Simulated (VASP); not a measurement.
# BaTiO3 (Amm2) in VASP: a series of runs

Runs on BaTiO3. Level: PBE. Tasks: single point.

Everything below comes from runs of VASP 6.6.1. Logs are shortened: lines on timing, memory, paths and dates and some standing lists are left out, and cuts for length are marked.

## Step 1: The cell of the first run

It takes space group Amm2 (No. 38, orthorhombic). Conventional cell: a = 4.019 Å, b = 5.684 Å, c = 5.684 Å, α = 90.00°, β = 90.00°, γ = 90.00°. Within 3.7 Å of Ba (site symmetry mm2) lie 12 O at 2.79 to 2.89 Å and 8 Ti at 3.44 to 3.52 Å. Within 2.7 Å of Ti (site symmetry mm2) lie 6 O at 2.01 Å. O (site symmetry mm2) has 2 Ti at 2.01 Å and 4 Ba at 2.79 to 2.89 Å and 8 O at 2.84 Å within 2.9 Å. O (site symmetry m) has 2 Ti at 2.01 Å within 2.7 Å.

## Step 2: Single point, PBE (atom 1 (Ba) moved +0.050 Å towards its neighbour atom 3 (O) at 2.842 Å)

Input file INCAR:

```
SYSTEM = BaTiO3
ALGO = Normal ; EDIFF = 1E-6
ENCUT = 1340 ; GGA = PE
GGA_COMPAT = .False. ; ISIF = 2
ISMEAR = 0 ; LASPH = .True.
LCHARG = .False. ; LREAL = .False.
LWAVE = .False. ; NBANDS = 28
NELM = 120 ; PREC = Accurate
SIGMA = 0.05
```

Input file KPOINTS:

```
k-points
0
Gamma
  8 8 8
  0 0 0
```

Input file POSCAR:

```
BaTiO3
1.0
    4.0192501416      0.0000000000      0.0000000000
    0.0000000000      4.0192501416      0.0000000000
    0.0000000000      0.0000000000      4.0192501416
Ba Ti O
1 1 3
Direct
    0.5000000000      0.4912034987      0.4912034987
    0.0000000000      0.0000000000      0.0000000000
    0.5000000000      0.0000000000      0.0000000000
    0.0000000000      0.5000000000      0.0000000000
    0.0000000000      0.0000000000      0.5000000000
```

Potentials or basis: VASP PAW PBE potentials, release 64 (Ba_sv, Ti_sv, O_h).

Started as:

```bash
cat potpaw_PBE.64/Ba_sv/POTCAR potpaw_PBE.64/Ti_sv/POTCAR potpaw_PBE.64/O_h/POTCAR > POTCAR
mpirun -np 1 vasp_std > vasp.out
```

OUTCAR:

```text
SYSTEM = BaTiO3
   EDIFF = 1E-6
   ENCUT = 1340
   GGA = PE
   ISIF = 2
   ISMEAR = 0
   LASPH = .True.
   LREAL = .False.
   NELM = 120
   PREC = Accurate

 ion  position               nearest neighbor table
   1  0.500  0.491  0.491-   3 2.79   4 2.82   4 2.82   5 2.82   5 2.82   3 2.84   3 2.84   5 2.87
                             5 2.87   4 2.87   4 2.87   3 2.89   2 3.44   2 3.44   2 3.48   2 3.48
   2  0.000  0.000  0.000-   3 2.01   4 2.01   5 2.01   5 2.01   4 2.01   3 2.01   1 3.44   1 3.44
                             1 3.48   1 3.48   1 3.48   1 3.48   1 3.52   1 3.52
   3  0.500  0.000  0.000-   2 2.01   2 2.01   1 2.79   1 2.84   1 2.84   1 2.89
   4  0.000  0.500  0.000-   2 2.01   2 2.01   1 2.82   1 2.82   1 2.87   1 2.87
   5  0.000  0.000  0.500-   2 2.01   2 2.01   1 2.82   1 2.82   1 2.87   1 2.87

  LATTYP: Found a simple cubic cell.
 ALAT       =     4.0192501416

  Lattice vectors:

 A1 = (   4.0192501416,   0.0000000000,   0.0000000000)
 A2 = (   0.0000000000,   4.0192501416,   0.0000000000)
 A3 = (   0.0000000000,   0.0000000000,   4.0192501416)

Analysis of symmetry for initial positions (statically):
=====================================================================
 Subroutine PRICEL returns:
 Original cell was already a primitive cell.

 Routine SETGRP: Setting up the symmetry group for a
 simple cubic supercell.

 Subroutine GETGRP returns: Found  4 space group operations
 (whereof  4 operations were pure point group operations)
 out of a pool of 48 trial point group operations.

The static configuration has the point symmetry C_2v.

Analysis of symmetry for dynamics (positions and initial velocities):
=====================================================================
 Subroutine PRICEL returns:
 Original cell was already a primitive cell.

 Routine SETGRP: Setting up the symmetry group for a
 simple cubic supercell.

 Subroutine GETGRP returns: Found  4 space group operations
 (whereof  4 operations were pure point group operations)
 out of a pool of 48 trial point group operations.

The dynamic configuration has the point symmetry C_2v.

 Subroutine INISYM returns: Found  4 space group operations
 (whereof  4 operations are pure point group operations),
 and found     1 'primitive' translations

----------------------------------------------------------------------------------------

                                     Primitive cell

  volume of cell :      64.9285

  direct lattice vectors                    reciprocal lattice vectors
     4.019250142  0.000000000  0.000000000     0.248802629  0.000000000  0.000000000
     0.000000000  4.019250142  0.000000000     0.000000000  0.248802629  0.000000000
     0.000000000  0.000000000  4.019250142     0.000000000  0.000000000  0.248802629

  length of vectors
     4.019250142  4.019250142  4.019250142     0.248802629  0.248802629  0.248802629

  position of ions in fractional coordinates (direct lattice)
     0.500000000  0.491203499  0.491203499
     0.000000000  0.000000000  0.000000000
     0.500000000  0.000000000  0.000000000
     0.000000000  0.500000000  0.000000000
     0.000000000  0.000000000  0.500000000

  ion indices of the primitive-cell ions
   primitive index   ion index
                 1           1
                 2           2
                 3           3
                 4           4
                 5           5

----------------------------------------------------------------------------------------

 KPOINTS: k-points

Automatic generation of k-mesh.
 Grid dimensions read from file:
 generate k-points for:    8    8    8

 Generating k-lattice:

  Cartesian coordinates                     Fractional coordinates (reciprocal lattice)
     0.031100329  0.000000000  0.000000000     0.125000000  0.000000000  0.000000000
     0.000000000  0.031100329  0.000000000     0.000000000  0.125000000  0.000000000
     0.000000000  0.000000000  0.031100329     0.000000000  0.000000000  0.125000000

  Length of vectors
     0.031100329  0.031100329  0.031100329

  Shift w.r.t. Gamma in fractional coordinates (k-lattice)
     0.000000000  0.000000000  0.000000000

 Subroutine IBZKPT returns following result:
 ===========================================

 Found    105 irreducible k-points:

 Following reciprocal coordinates:
            Coordinates               Weight
  0.000000  0.000000  0.000000      1.000000
  0.125000  0.000000  0.000000      2.000000
  0.000000  0.125000  0.000000      4.000000
  0.250000  0.000000  0.000000      2.000000
  0.000000  0.250000  0.000000      4.000000
  0.375000  0.000000  0.000000      2.000000
[... 16 lines left out ...]
  0.125000  0.000000  0.500000      4.000000
  0.250000  0.250000  0.000000      8.000000
 [... further k-points ...]
   k-points           NKPTS =    105   k-points in BZ     NKDIM =    105   number of bands    NBANDS=     28
   number of dos      NEDOS =    301   number of ions     NIONS =      5
   total plane-waves  NPLWV = 110592
   dimension x,y,z NGX =    48 NGY =   48 NGZ =   48
   dimension x,y,z NGXF=    96 NGYF=   96 NGZF=   96
   ions per type =               1   1   3
   NGX,Y,Z   is equivalent  to a cutoff of  19.85, 19.85, 19.85 a.u.
   NGXF,Y,Z  is equivalent  to a cutoff of  39.71, 39.71, 39.71 a.u.
 SYSTEM =  BaTiO3
   PREC   = accura    normal or accurate (medium, high low for compatibility)
   ISTART =      0    job   : 0-new  1-cont  2-samecut
   ICHARG =      2    charge: 1-file 2-atom 10-const
   ISPIN  =      1    spin polarized calculation?
   LNONCOLLINEAR =      F non collinear calculations
   LSORBIT =      F    spin-orbit coupling
   LASPH  =      T    aspherical Exc in radial PAW
   ENCUT  = 1340.0 eV  98.49 Ry    9.92 a.u.  12.00 12.00 12.00*2*pi/ulx,y,z
   NELM   =    120;   NELMIN=  2; NELMDL= -5     # of ELM steps
   EDIFF  = 0.1E-05   stopping-criterion for ELM
   LREAL  =      F    real-space projection
   EDIFFG = 0.1E-04   stopping-criterion for IOM
   NSW    =      0    number of steps for IOM
   IBRION =     -1    ionic relax: 0-MD 1-quasi-New 2-CG
   NFREE  =      0    steps in history (QN), initial steepest desc. (CG)
   ISIF   =      2    stress and relaxation
   ISYM   =      2    0-nonsym 1-usesym 2-fastsym
   POTIM  = 0.5000    time-step for ionic-motion
   TEBEG  =    0.0;   TEEND  =   0.0 temperature during run
   PSTRESS=    0.0 pullay stress
   NELECT =      40.0000    total number of electrons
   NUPDOWN=      -1.0000    fix difference up-down
   EMIN   =  10.00;   EMAX   =-10.00  energy-range for DOS
   EFERMI =   0.00;   METHOD = LEGACY
   ISMEAR =     0;   SIGMA  =   0.05  broadening in eV -4-tet -1-fermi 0-gaus
   EFERMI_NEDOS =   21; number of points for ismear=-14 and -15
   IALGO  =     38    algorithm
   IMIX   =      4    mixing-type and parameters
     AMIX     =   0.40;   BMIX     =  1.00
     AMIX_MAG =   1.60;   BMIX_MAG =  1.00
  volume/ion in A,a.u.               =      12.99        87.63
  Fermi-wavevector in a.u.,A,eV,Ry     =   1.392996  2.632380 26.401250  1.940437
  Thomas-Fermi vector in A             =   2.516685
   LORBIT       =      0    0 simple, 1 ext, 2 COOP (PROOUT), +10 PAW based schemes
   GGA     = PE    functional components
   LHFCALC =     F    Hartree Fock is set to
   AEXX    =    0.0000 exact exchange contribution
   IVDW    =     0    specifies the selected vdW correction
   LEPSILON=     F    determine dielectric tensor
   LRPA    =     F    only Hartree local field effects (RPA)
 non-spin polarized calculation
 Gauss-broadening in eV      SIGMA  =   0.05
  energy-cutoff  :     1340.00
  volume of cell :       64.93
 maximum number of plane-waves:      7264
   NGX = 23   NGY = 23   NGZ = 23

 number of electron      39.9999999 magnetization

 Free energy of the ion-electron system (eV)
  ---------------------------------------------------
  ext. energy  EPLUGINS =         0.00000000
  ---------------------------------------------------
  free energy    TOTEN  =       -40.00081308 eV

  energy without entropy =      -40.00081308  energy(sigma->0) =      -40.00081308

 E-fermi :   4.3327     XC(G=0): -11.1970

 val. band max:        4.0867622528   @ k =   0.5000   0.5000   0.5000
 cond. band min:       5.8099660675   @ k =   0.0000   0.0000   0.0000
 fundamental gap:      1.7232038147
 Fermi energy:         4.3326754948

 k-point     1 :       0.0000    0.0000    0.0000
  band No.  band energies     occupation
      1     -52.6011      2.00000
      2     -28.8053      2.00000
      3     -28.8051      2.00000
      4     -28.8048      2.00000
      5     -20.7474      2.00000
      6     -12.7727      2.00000
[... 20 lines left out ...]
     27       9.1390      0.00000
     28      11.3421      0.00000

 k-point     2 :       0.1250    0.0000    0.0000
  band No.  band energies     occupation
      1     -52.6010      2.00000
      2     -28.8125      2.00000
      3     -28.8048      2.00000
      4     -28.8046      2.00000
      5     -20.7314      2.00000
      6     -12.7782      2.00000
[... 20 lines left out ...]
     27       9.4400      0.00000
     28      11.7141      0.00000

 k-point     3 :       0.0000    0.1250    0.0000
  band No.  band energies     occupation
      1     -52.6010      2.00000
      2     -28.8122      2.00000
      3     -28.8050      2.00000
      4     -28.8047      2.00000
      5     -20.7314      2.00000
      6     -12.7784      2.00000
[... 20 lines left out ...]
     27       9.4400      0.00000
     28      11.7142      0.00000

 k-point     4 :       0.2500    0.0000    0.0000
  band No.  band energies     occupation
      1     -52.6006      2.00000
      2     -28.8298      2.00000
      3     -28.8042      2.00000
      4     -28.8039      2.00000
      5     -20.6922      2.00000
      6     -12.8351      2.00000
[... 578 lines left out ...]
     27      11.9094      0.00000
     28      12.4802      0.00000

 k-point    23 :       0.1250    0.0000    0.5000
  band No.  band energies     occupation
      1     -52.6000      2.00000
      2     -28.8533      2.00000
      3     -28.8104      2.00000
      4     -28.8028      2.00000
      5     -20.6252      2.00000
      6     -12.9083      2.00000
[... 20 lines left out ...]
     27      11.9103      0.00000
     28      12.4813      0.00000

 k-point    24 :       0.2500    0.2500    0.0000
  band No.  band energies     occupation
      1     -52.6002      2.00000
      2     -28.8288      2.00000
      3     -28.8280      2.00000
      4     -28.8031      2.00000
      5     -20.6464      2.00000
      6     -12.7303      2.00000
[... 20 lines left out ...]
     27      11.3069      0.00000
     28      12.5803      0.00000

 [... further k-points ...]

------------------------ aborting loop because EDIFF is reached ----------------------------------------

  FORCE on cell =-STRESS in cart. coord.  units (eV):
  Direction    XX          YY          ZZ          XY          YZ          ZX
  --------------------------------------------------------------------------------------
  -------------------------------------------------------------------------------------
  Total        0.6648787      0.6590203      0.6590203     -0.0000000      0.0301552      0.0000000
  in kB       16.4065728     16.2620104     16.2620104     -0.0000000      0.7441114      0.0000000
  external PRESSURE =      16.3101979 kB  Pullay stress =       0.0000000 kB

 VOLUME and BASIS-vectors are now :
 -----------------------------------------------------------------------------
  energy-cutoff  :     1340.00
  volume of cell :       64.93
      direct lattice vectors                 reciprocal lattice vectors
     4.019250142  0.000000000  0.000000000     0.248802629  0.000000000  0.000000000
     0.000000000  4.019250142  0.000000000     0.000000000  0.248802629  0.000000000
     0.000000000  0.000000000  4.019250142     0.000000000  0.000000000  0.248802629

 POSITION                                       TOTAL-FORCE (eV/Angst)
 -----------------------------------------------------------------------------------
      2.00963      1.97427      1.97427         0.000000      0.222640      0.222640
      0.00000      0.00000      0.00000         0.000000     -0.117423     -0.117423
      2.00963      0.00000      0.00000         0.000000     -0.031554     -0.031554
      0.00000      2.00963      0.00000         0.000000     -0.042723     -0.030940
      0.00000      0.00000      2.00963        -0.000000     -0.030940     -0.042723
 -----------------------------------------------------------------------------------
    total drift:                                0.000000     -0.000070     -0.000070

  FREE ENERGIE OF THE ION-ELECTRON SYSTEM (eV)
  ---------------------------------------------------
  free  energy   TOTEN  =       -40.0008130815 eV

  energy  without entropy=      -40.0008130815  energy(sigma->0) =      -40.00081308
```

It took 8.3 min on 1 thread of Intel Xeon Platinum 8488C (Sapphire Rapids), shared host; peak memory 0.89 GiB.

What came out:

```
Free energy            : -40.0008 eV
Pressure               : 1.6 GPa
Largest force          : 0.315 eV/Å
Band gap on the k mesh : 1.72 eV (least direct gap 1.88 eV)
```

Forces on the atoms (eV/Å):
```
Ba   0.000  0.223  0.223
Ti   0.000 -0.117 -0.117
O    0.000 -0.032 -0.032
O    0.000 -0.043 -0.031
O    0.000 -0.031 -0.043
```

Stress tensor (GPa, compression positive):
```
1.64 0.00 0.00
0.00 1.63 0.07
0.00 0.07 1.63
```

Caveat: the cell differs from its parent crystal (atom 1 (Ba) moved +0.050 Å towards its neighbour atom 3 (O) at 2.842 Å); spin-orbit coupling is left out, which moves the levels of the heavy elements.

## Step 3: Single point, PBE (atom 1 (Ba) moved -0.100 Å towards its neighbour atom 3 (O) at 2.842 Å)

Input file INCAR:

```
SYSTEM = BaTiO3
PREC = Accurate
ENCUT = 1340
EDIFF = 1E-6
ISMEAR = 0
SIGMA = 0.05
LREAL = .False.
LASPH = .True.
NELM = 120
ALGO = Normal
ISIF = 2
LWAVE = .False.
LCHARG = .True.
GGA = PE
LELF = .True.
LVHAR = .True.
NBANDS = 28
GGA_COMPAT = .False.
```

Input file KPOINTS:

```
Automatic mesh
0
Gamma
  8 8 8
  0 0 0
```

Changes to POSCAR since step 2:

```diff
@@ -8,3 +8,3 @@
 Direct
-    0.5000000000      0.4912034987      0.4912034987
+    0.5000000000      0.5175930026      0.5175930026
     0.0000000000      0.0000000000      0.0000000000
```

Potentials or basis: VASP PAW PBE potentials, release 64 (Ba_sv, Ti_sv, O_h).

Started as:

```bash
cat potpaw_PBE.64/Ba_sv/POTCAR potpaw_PBE.64/Ti_sv/POTCAR potpaw_PBE.64/O_h/POTCAR > POTCAR
mpirun -np 1 vasp_std > vasp.out
```

It took 9.6 min on 1 thread of AMD EPYC 9R45 (Zen 5), shared host; peak memory 0.86 GiB.

The run converged. Its results:

| Quantity | Value |
| --- | --- |
| Free energy | -39.9770 eV |
| Pressure | 1.9 GPa |
| Largest force | 0.639 eV/Å |
| Band gap on the k mesh | 1.72 eV (least direct gap 1.87 eV) |

Forces in eV/Å, atoms in the order of the input:
```
Ba   0.000 -0.452 -0.452
Ti   0.000  0.236  0.236
O    0.000  0.068  0.068
O    0.000  0.085  0.063
O    0.000  0.063  0.085
```

Stress tensor (GPa, compression positive):
```
1.89 0.00 0.00
0.00 1.83 0.30
0.00 0.30 1.83
```

Levels at points of the mesh, in eV from the valence-band top:
| k point | band 16 | band 17 | band 18 | band 19 | band 20 | band 21 | band 22 | band 23 | band 24 | band 25 |
| --- | --- | --- | --- | --- | --- | --- | --- | --- | --- | --- |
| (0.00, 0.00, 0.00) | -1.08 | -1.07 | -0.16 | -0.15 | -0.15 | 1.72 | 1.73 | 1.73 | 3.82 | 3.82 |
| (0.50, 0.00, 0.00) | -1.96 | -1.78 | -1.69 | -0.71 | -0.70 | 1.88 | 3.42 | 3.43 | 3.83 | 5.81 |
| (0.00, 0.50, 0.00) | -1.92 | -1.81 | -1.72 | -0.71 | -0.71 | 1.87 | 3.42 | 3.43 | 3.83 | 5.81 |
| (0.50, 0.50, 0.00) | -2.64 | -1.72 | -0.87 | -0.87 | -0.09 | 3.43 | 3.43 | 3.84 | 4.66 | 7.54 |
| (0.00, 0.50, 0.50) | -2.63 | -1.72 | -0.88 | -0.87 | -0.08 | 3.43 | 3.43 | 3.85 | 4.66 | 7.54 |
| (0.50, 0.50, 0.50) | -2.40 | -2.39 | -0.02 | 0.00 | 0.00 | 4.08 | 4.08 | 4.08 | 6.69 | 6.70 |

Caveat: the cell differs from its parent crystal (atom 1 (Ba) moved -0.100 Å towards its neighbour atom 3 (O) at 2.842 Å); spin-orbit coupling is left out, which moves the levels of the heavy elements. A k mesh can miss the band edges.
